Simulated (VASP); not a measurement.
# BeTe (F-43m) in VASP: settings compared

Aim: see how the results for BeTe move with the level of theory and the settings. Levels: BLYP, PBE+D3(BJ), r2SCAN. Tasks: single point, relaxation of cell and atoms.

Program: VASP 6.6.1. These are calculated values, not measurements. Logs are shortened: lines on timing, memory, paths and dates and some standing lists are left out, and cuts for length are marked.

## (1) The cell of the first run

Symmetry: F-43m, No. 216, cubic system. The conventional cell has a = 5.751 Å, b = 5.751 Å, c = 5.751 Å, α = 90.00°, β = 90.00°, γ = 90.00°. Within 3.3 Å of Te (site symmetry -43m) lie 4 Be at 2.49 Å. Be (site symmetry -43m) has 4 Te at 2.49 Å within 3.3 Å.

## (2) Single point, BLYP

Input file INCAR:

```
SYSTEM = BeTe
  AGGAC = 1.0
  AGGAX = 1.0
  ALDAC = 0.0
  ALDAX = 1.0
  ALGO = Normal
  EDIFF = 1E-6
  ENCUT = 520
  GGA = B5
  ISIF = 2
  ISMEAR = -1
  LASPH = .TRUE.
  LCHARG = .TRUE.
  LELF = .TRUE.
  LREAL = .FALSE.
  LVHAR = .TRUE.
  LWAVE = .FALSE.
  NBANDS = 11
  NELM = 80
  PREC = Accurate
  SIGMA = 0.05
```

Input file KPOINTS:

```
k-points
0
G
  8 8 8
  0 0 0
```

Input file POSCAR:

```
BeTe
1.0
    0.0000000000      2.8753823511      2.8753823511
    2.8753823511      0.0000000000      2.8753823511
    2.8753823511      2.8753823511      0.0000000000
Te Be
1 1
Direct
    0.7500000000      0.7500000000      0.7500000000
    0.0000000000      0.0000000000      0.0000000000
```

Potentials or basis: VASP PAW PBE potentials, release 64 (Te, Be).

On the command line:

```console
$ cat potpaw_PBE.64/Te/POTCAR potpaw_PBE.64/Be/POTCAR > POTCAR
$ mpirun -np 1 vasp_std > vasp.out
```

OUTCAR:

```text
SYSTEM = BeTe
   EDIFF = 1E-6
   ENCUT = 520
   GGA = B5
   ISIF = 2
   ISMEAR = -1
   LASPH = .TRUE.
   LREAL = .FALSE.
   NELM = 80
   PREC = Accurate

 ion  position               nearest neighbor table
   1  0.750  0.750  0.750-   2 2.49   2 2.49   2 2.49   2 2.49
   2  0.000  0.000  0.000-   1 2.49   1 2.49   1 2.49   1 2.49

  LATTYP: Found a face centered cubic cell.
 ALAT       =     5.7507647022

  Lattice vectors:

 A1 = (   0.0000000000,   2.8753823511,   2.8753823511)
 A2 = (   2.8753823511,   0.0000000000,   2.8753823511)
 A3 = (   2.8753823511,   2.8753823511,   0.0000000000)

Analysis of symmetry for initial positions (statically):
=====================================================================
 Subroutine PRICEL returns:
 Original cell was already a primitive cell.

 Routine SETGRP: Setting up the symmetry group for a
 face centered cubic supercell.

 Subroutine GETGRP returns: Found 24 space group operations
 (whereof 24 operations were pure point group operations)
 out of a pool of 48 trial point group operations.

The static configuration has the point symmetry T_d .

Analysis of symmetry for dynamics (positions and initial velocities):
=====================================================================
 Subroutine PRICEL returns:
 Original cell was already a primitive cell.

 Routine SETGRP: Setting up the symmetry group for a
 face centered cubic supercell.

 Subroutine GETGRP returns: Found 24 space group operations
 (whereof 24 operations were pure point group operations)
 out of a pool of 48 trial point group operations.

The dynamic configuration has the point symmetry T_d .

 Subroutine INISYM returns: Found 24 space group operations
 (whereof 24 operations are pure point group operations),
 and found     1 'primitive' translations

----------------------------------------------------------------------------------------

                                     Primitive cell

  volume of cell :      47.5463

  direct lattice vectors                    reciprocal lattice vectors
     0.000000000  2.875382351  2.875382351    -0.173889918  0.173889918  0.173889918
     2.875382351  0.000000000  2.875382351     0.173889918 -0.173889918  0.173889918
     2.875382351  2.875382351  0.000000000     0.173889918  0.173889918 -0.173889918

  length of vectors
     4.066404718  4.066404718  4.066404718     0.301186172  0.301186172  0.301186172

  position of ions in fractional coordinates (direct lattice)
     0.750000000  0.750000000  0.750000000
     0.000000000  0.000000000  0.000000000

  ion indices of the primitive-cell ions
   primitive index   ion index
                 1           1
                 2           2

----------------------------------------------------------------------------------------

 KPOINTS: k-points

Automatic generation of k-mesh.
 Grid dimensions read from file:
 generate k-points for:    8    8    8

 Generating k-lattice:

  Cartesian coordinates                     Fractional coordinates (reciprocal lattice)
    -0.021736240  0.021736240  0.021736240     0.125000000  0.000000000  0.000000000
     0.021736240 -0.021736240  0.021736240     0.000000000  0.125000000  0.000000000
     0.021736240  0.021736240 -0.021736240     0.000000000  0.000000000  0.125000000

  Length of vectors
     0.037648272  0.037648272  0.037648272

  Shift w.r.t. Gamma in fractional coordinates (k-lattice)
     0.000000000  0.000000000  0.000000000

 Subroutine IBZKPT returns following result:
 ===========================================

 Found     29 irreducible k-points:

 Following reciprocal coordinates:
            Coordinates               Weight
  0.000000  0.000000  0.000000      1.000000
  0.125000  0.000000  0.000000      8.000000
  0.250000  0.000000  0.000000      8.000000
  0.375000  0.000000  0.000000      8.000000
  0.500000  0.000000  0.000000      4.000000
  0.125000  0.125000  0.000000      6.000000
[... 16 lines left out ...]
  0.500000  0.250000  0.125000     48.000000
 -0.375000  0.250000  0.125000     24.000000
 [... further k-points ...]
   k-points           NKPTS =     29   k-points in BZ     NKDIM =     29   number of bands    NBANDS=     11
   number of dos      NEDOS =    301   number of ions     NIONS =      2
   total plane-waves  NPLWV =  27000
   dimension x,y,z NGX =    30 NGY =   30 NGZ =   30
   dimension x,y,z NGXF=    60 NGYF=   60 NGZF=   60
   ions per type =               1   1
   NGX,Y,Z   is equivalent  to a cutoff of  12.26, 12.26, 12.26 a.u.
   NGXF,Y,Z  is equivalent  to a cutoff of  24.53, 24.53, 24.53 a.u.
 SYSTEM =  BeTe
   PREC   = accura    normal or accurate (medium, high low for compatibility)
   ISTART =      0    job   : 0-new  1-cont  2-samecut
   ICHARG =      2    charge: 1-file 2-atom 10-const
   ISPIN  =      1    spin polarized calculation?
   LNONCOLLINEAR =      F non collinear calculations
   LSORBIT =      F    spin-orbit coupling
[... 35 lines left out ...]
  energy-cutoff  :      520.00
  volume of cell :       47.55
 maximum number of plane-waves:      1303
   NGX = 15   NGY = 15   NGZ = 15

 number of electron       8.0000000 magnetization

 Free energy of the ion-electron system (eV)
  ---------------------------------------------------
  ext. energy  EPLUGINS =         0.00000000
  ---------------------------------------------------
  free energy    TOTEN  =        -6.62191578 eV

  energy without entropy =       -6.62191578  energy(sigma->0) =       -6.62191578

 E-fermi :   5.8084     XC(G=0):  -8.1980

 val. band max:        4.8114686077   @ k =   0.0000   0.0000   0.0000
 cond. band min:       7.1785443892   @ k =   0.5000   0.5000   0.0000
 fundamental gap:      2.3670757815
 Fermi energy:         5.8083652023

 k-point     1 :       0.0000    0.0000    0.0000
  band No.  band energies     occupation
      1      -7.0398      2.00000
      2       4.8115      2.00000
      3       4.8115      2.00000
      4       4.8115      2.00000
      5       8.3485      0.00000
      6       8.5683      0.00000
      7       8.5683      0.00000
      8       8.5683      0.00000
      9      13.2418      0.00000
     10      15.0989      0.00000
     11      15.0989      0.00000

 k-point     2 :       0.1250    0.0000    0.0000
  band No.  band energies     occupation
      1      -6.9078      2.00000
      2       3.6155      2.00000
      3       4.6081      2.00000
      4       4.6081      2.00000
      5       8.3494      0.00000
      6       8.8762      0.00000
      7       8.8762      0.00000
      8       9.6855      0.00000
      9      13.6651      0.00000
     10      14.2768      0.00000
     11      14.2768      0.00000

 k-point     3 :       0.2500    0.0000    0.0000
  band No.  band energies     occupation
      1      -6.5478      2.00000
      2       1.7763      2.00000
      3       4.2173      2.00000
      4       4.2173      2.00000
      5       8.1163      0.00000
      6       9.3829      0.00000
      7       9.3829      0.00000
      8      11.5948      0.00000
      9      13.9991      0.00000
     10      13.9991      0.00000
     11      14.0292      0.00000

 k-point     4 :       0.3750    0.0000    0.0000
  band No.  band energies     occupation
      1      -6.1011      2.00000
      2       0.3369      2.00000
      3       3.9098      2.00000
      4       3.9098      2.00000
      5       7.9302      0.00000
      6       9.5593      0.00000
      7       9.5593      0.00000
      8      12.7839      0.00000
      9      14.4444      0.00000
     10      14.9260      0.00000
     11      14.9260      0.00000
[... 239 lines left out ...]
 k-point    22 :       0.3750    0.2500    0.1250
  band No.  band energies     occupation
      1      -6.2527      2.00000
      2       1.5123      2.00000
      3       2.8183      2.00000
      4       3.7232      2.00000
      5       8.5724      0.00000
      6       9.5311      0.00000
      7      10.4013      0.00000
      8      11.0055      0.00000
      9      13.7717      0.00000
     10      15.3492      0.00000
     11      15.8050      0.00000

 k-point    23 :       0.5000    0.2500    0.1250
  band No.  band energies     occupation
      1      -5.8603      2.00000
      2       0.5753      2.00000
      3       2.3125      2.00000
      4       3.3218      2.00000
      5       8.9646      0.00000
      6       9.5551      0.00000
      7      10.7579      0.00000
      8      11.6571      0.00000
      9      14.5884      0.00000
     10      15.0410      0.00000
     11      16.9231      0.00000

 k-point    24 :      -0.3750    0.2500    0.1250
  band No.  band energies     occupation
      1      -5.6682      2.00000
      2       0.1449      2.00000
      3       2.2012      2.00000
      4       3.1255      2.00000
      5       9.0626      0.00000
      6       9.3734      0.00000
      7      11.3592      0.00000
      8      12.4508      0.00000
      9      13.3879      0.00000
     10      16.2610      0.00000
     11      16.7681      0.00000

 [... further k-points ...]

------------------------ aborting loop because EDIFF is reached ----------------------------------------

  FORCE on cell =-STRESS in cart. coord.  units (eV):
  Direction    XX          YY          ZZ          XY          YZ          ZX
  --------------------------------------------------------------------------------------
  -------------------------------------------------------------------------------------
  Total        0.0607945      0.0607945      0.0607945      0.0000000     -0.0000000     -0.0000000
  in kB        2.0486027      2.0486027      2.0486027      0.0000000     -0.0000000     -0.0000000
  external PRESSURE =       2.0486027 kB  Pullay stress =       0.0000000 kB

 VOLUME and BASIS-vectors are now :
 -----------------------------------------------------------------------------
  energy-cutoff  :      520.00
  volume of cell :       47.55
      direct lattice vectors                 reciprocal lattice vectors
     0.000000000  2.875382351  2.875382351    -0.173889918  0.173889918  0.173889918
     2.875382351  0.000000000  2.875382351     0.173889918 -0.173889918  0.173889918
     2.875382351  2.875382351  0.000000000     0.173889918  0.173889918 -0.173889918

 POSITION                                       TOTAL-FORCE (eV/Angst)
 -----------------------------------------------------------------------------------
      4.31307      4.31307      4.31307         0.000000      0.000000      0.000000
      0.00000      0.00000      0.00000        -0.000000     -0.000000     -0.000000
 -----------------------------------------------------------------------------------
    total drift:                               -0.000000     -0.000000     -0.000000

  FREE ENERGIE OF THE ION-ELECTRON SYSTEM (eV)
  ---------------------------------------------------
  free  energy   TOTEN  =        -6.6219157767 eV

  energy  without entropy=       -6.6219157767  energy(sigma->0) =       -6.62191578
```

Wall time 20 s (1 thread of AMD EPYC 7R13 (Zen 3), shared host); peak memory 0.14 GiB.

What came out:

- Free energy: -6.6219 eV
- Pressure: 0.2 GPa
- Band gap on the k mesh: 2.37 eV, indirect (least direct gap 3.54 eV)

Caveat: the PAW data sets were made with another functional, which shifts forces and pressure a little; spin-orbit coupling is left out, which moves the levels of the heavy elements. A k mesh can miss the band edges.

## (3) Relaxation of cell and atoms, BLYP

This run uses another cell than the first one, of 21.25 Å³/atom, 0.894 times its volume.

Input file INCAR:

```
SYSTEM = BeTe
AGGAC = 1.0
AGGAX = 1.0
ALDAC = 0.0
ALDAX = 1.0
ALGO = Normal
EDIFF = 1E-6
EDIFFG = -0.01
ENCUT = 600
GGA = B5
IBRION = 2
ISIF = 3
ISMEAR = -1
LASPH = .True.
LCHARG = .False.
LREAL = .False.
LWAVE = .False.
NELM = 80
NSW = 80
PREC = Accurate
SIGMA = 0.05
```

Input file KPOINTS:

```
k-points
0
Gamma
  8 8 8
  0 0 0
```

Input file POSCAR:

```
BeTe
1.0
    0.0000000000      2.7700000000      2.7700000000
    2.7700000000      0.0000000000      2.7700000000
    2.7700000000      2.7700000000      0.0000000000
Te Be
1 1
Direct
    0.7500000000      0.7500000000      0.7500000000
    0.0000000000      0.0000000000      0.0000000000
```

Potentials or basis: VASP PAW PBE potentials, release 64 (Te, Be).

On the command line:

```console
$ cat potpaw_PBE.64/Te/POTCAR potpaw_PBE.64/Be/POTCAR > POTCAR
$ mpirun -np 1 vasp_std > vasp.out
```

Wall time 49 s (1 thread of AMD EPYC 7R13 (Zen 3), shared host); peak memory 0.16 GiB.

It converged, with:

```
Free energy                            : -6.6219 eV
Relaxed volume                         : 23.85 Å³/atom
Relaxed cell                           : a = 4.071 Å, b = 4.071 Å, c = 4.071 Å, α = 60.00°, β = 60.00°, γ = 60.00°
Space group after relaxing (to 0.05 Å) : F-43m (No. 216)
Energy gained by relaxing              : 54.9 meV/atom
Ionic steps                            : 3
Pressure after relaxing                : 0.0 GPa
Band gap on the k mesh                 : 2.37 eV, indirect (least direct gap 3.51 eV)
```

The path:
```csv
step,energy change (eV),largest force (eV/Å),pressure (GPa),volume (Å³)
1,0.0000,0.0000,7.44,42.51
2,-0.1056,0.0000,-1.15,48.88
3,-0.1098,0.0000,0.02,47.70
```

Final structure:
```
Te Be
1.0
     0.00000    2.87841    2.87841
     2.87841    0.00000    2.87841
     2.87841    2.87841    0.00000
Te Be
1 1
Direct
  0.75000 0.75000 0.75000
  0.00000 0.00000 0.00000
```

Levels at points of the mesh, in eV from the valence-band top:
```tsv
k point	band 1	band 2	band 3	band 4	band 5	band 6	band 7	band 8
(0.00, 0.00, 0.00)	-11.83	0.00	0.00	0.00	3.51	3.76	3.76	3.76
(0.50, 0.00, 0.00)	-10.68	-5.02	-1.01	-1.01	3.04	4.74	4.74	8.06
(0.50, 0.50, 0.00)	-10.26	-4.69	-2.36	-2.36	2.37	2.91	9.30	9.30
```

Caveat: the PAW data sets were made with another functional, which shifts forces and pressure a little; spin-orbit coupling is left out, which moves the levels of the heavy elements; the volume moved by +12 % from the deposited cell, more than functionals usually miss.

## (4) Relaxation of cell and atoms, PBE+D3(BJ)

This run uses another cell than the first one, of 21.25 Å³/atom, 0.894 times its volume.

Input file INCAR:

```
ALGO = Normal ; EDIFF = 1E-6
EDIFFG = -0.02 ; ENCUT = 600
GGA = PE ; IBRION = 2
ISIF = 3 ; ISMEAR = -1
IVDW = 12 ; LASPH = True
LCHARG = False ; LREAL = False
LWAVE = False ; NELM = 100
NSW = 80 ; PREC = Accurate
SIGMA = 0.05
```

Input file KPOINTS:

```
k-points
0
Gamma
  8 8 8
```

POSCAR is that of step 3.

On the command line:

```console
$ cat potpaw_PBE.64/Te/POTCAR potpaw_PBE.64/Be/POTCAR > POTCAR
$ mpirun -np 1 vasp_std > vasp.out
```

It took 24 s on 1 thread of AMD EPYC 7R13 (Zen 3), shared host; peak memory 0.16 GiB.

It converged, with:

| Quantity | Value |
| --- | --- |
| Free energy | -8.3034 eV |
| Relaxed volume | 21.79 Å³/atom |
| Relaxed cell | a = 3.950 Å, b = 3.950 Å, c = 3.950 Å, α = 60.00°, β = 60.00°, γ = 60.00° |
| Space group after relaxing (to 0.05 Å) | F-43m (No. 216) |
| Energy gained by relaxing | 2.6 meV/atom |
| Ionic steps | 3 |
| Pressure after relaxing | 0.0 GPa |
| Band gap on the k mesh | 1.91 eV, indirect (least direct gap 3.59 eV) |
| Dispersion energy per atom | -0.347 eV |

The path:
| step | energy change (eV) | largest force (eV/Å) | pressure (GPa) | volume (Å³) |
| --- | --- | --- | --- | --- |
| 1 | 0.0000 | 0.0000 | 1.61 | 42.51 |
| 2 | -0.0049 | 0.0000 | -0.37 | 43.84 |
| 3 | -0.0052 | 0.0000 | 0.00 | 43.57 |

Final structure:
```yaml
crystal:
  lattice:
    - [0.00000, 2.79290, 2.79290]
    - [2.79290, 0.00000, 2.79290]
    - [2.79290, 2.79290, 0.00000]
  atoms:
    - { symbol: Te, position: [0.75000, 0.75000, 0.75000] }
    - { symbol: Be, position: [0.00000, 0.00000, 0.00000] }
```

Levels at points of the mesh, in eV from the valence-band top:
| k point | band 2 | band 3 | band 4 | band 5 | band 6 | band 7 |
| --- | --- | --- | --- | --- | --- | --- |
| (0.00, 0.00, 0.00) | 0.00 | 0.00 | 0.00 | 3.59 | 3.59 | 3.59 |
| (0.50, 0.00, 0.00) | -5.70 | -1.18 | -1.18 | 3.14 | 4.58 | 4.58 |
| (0.50, 0.50, 0.00) | -5.25 | -2.74 | -2.74 | 1.91 | 2.63 | 9.86 |

Caveat: spin-orbit coupling is left out, which moves the levels of the heavy elements.

## (5) Single point, r2SCAN

This run uses another cell than the first one, of 21.68 Å³/atom, 0.912 times its volume.

Input file POSCAR:

```
BeTe
1.0
    0.0000000000      2.7883449055      2.7883449055
    2.7883449055      0.0000000000      2.7883449055
    2.7883449055      2.7883449055      0.0000000000
Te Be
1 1
Direct
    0.7500000000      0.7500000000      0.7500000000
    0.0000000000      0.0000000000      0.0000000000
```

Input file INCAR.step1:

```
SYSTEM = BeTe
  PREC = Accurate
  ENCUT = 520
  ISMEAR = -1
  SIGMA = 0.05
  LREAL = .FALSE.
  LASPH = .TRUE.
  NELM = 100
  NBANDS = 11
  GGA = PE
  ALGO = Normal
  EDIFF = 1E-4
  LWAVE = .TRUE.
  LCHARG = .FALSE.
```

Input file INCAR.step2:

```
SYSTEM = BeTe
  PREC = Accurate
  ENCUT = 520
  EDIFF = 1E-6
  ISMEAR = -1
  SIGMA = 0.05
  LREAL = .FALSE.
  LASPH = .TRUE.
  NELM = 100
  ALGO = Normal
  ISIF = 2
  LWAVE = .FALSE.
  LCHARG = .FALSE.
  METAGGA = R2SCAN
  LMIXTAU = .TRUE.
  NBANDS = 11
  ISTART = 1
```

Input file KPOINTS:

```
regular mesh
0
G
  8 8 8
  0 0 0
```

On the command line:

```console
$ cat potpaw_PBE.64/Te/POTCAR potpaw_PBE.64/Be/POTCAR > POTCAR
$ cp INCAR.step1 INCAR
$ mpirun -np 1 vasp_std > vasp.out
$ cp INCAR.step2 INCAR
$ mpirun -np 1 vasp_std > vasp.out
```

It took 36 s on 1 thread of Intel Xeon 6975P-C, shared host; peak memory 0.18 GiB.

It converged, with:

* Free energy: -30.6665 eV
* Pressure: 3.0 GPa
* Band gap on the k mesh: 2.26 eV, indirect (least direct gap 3.98 eV)

Levels at points of the mesh, in eV from the valence-band top:
```tsv
k point	band 1	band 2	band 3	band 4	band 5	band 6	band 7	band 8	band 9
(0.00, 0.00, 0.00)	-13.00	0.00	0.00	0.00	3.98	3.98	3.98	4.75	9.10
(0.50, 0.00, 0.00)	-11.48	-5.97	-1.23	-1.23	3.64	4.99	4.99	8.47	11.93
(0.50, 0.50, 0.00)	-10.91	-5.51	-2.87	-2.87	2.26	2.95	10.77	10.77	12.72
```

Caveat: the PAW data sets were made with another functional, which shifts forces and pressure a little; spin-orbit coupling is left out, which moves the levels of the heavy elements.

## (6) The runs side by side

```tsv
task	level	cell	cutoff (eV)	gap on the mesh (eV)	pressure (GPa)	relaxed volume (Å³/atom)
single point	BLYP	a = 4.066 Å, angles 60.0°, 2 atoms	520	2.37	0.2	-
relaxation of cell and atoms	BLYP	relaxed from a = 3.917 Å, angles 60.0°, 2 atoms	600	2.37	0.0	23.85
relaxation of cell and atoms	PBE+D3(BJ)	relaxed from a = 3.917 Å, angles 60.0°, 2 atoms	600	1.91	0.0	21.79
single point	r2SCAN	a = 3.943 Å, angles 60.0°, 2 atoms	520	2.26	3.0	-
```

Alike in all rows: potentials or basis VASP PAW PBE potentials, release 64 (Te, Be); no spin polarisation; k mesh 8 × 8 × 8; smearing fermi-dirac 0.05 eV.

Caveats: spin-orbit coupling is left out, which moves the levels of the heavy elements; the PAW data sets were made with another functional, which shifts forces and pressure a little (some runs); the volume moved by +12 % from the deposited cell, more than functionals usually miss (some runs).

Total energies depend on the potentials used, so only differences within one code and one set of settings carry meaning.
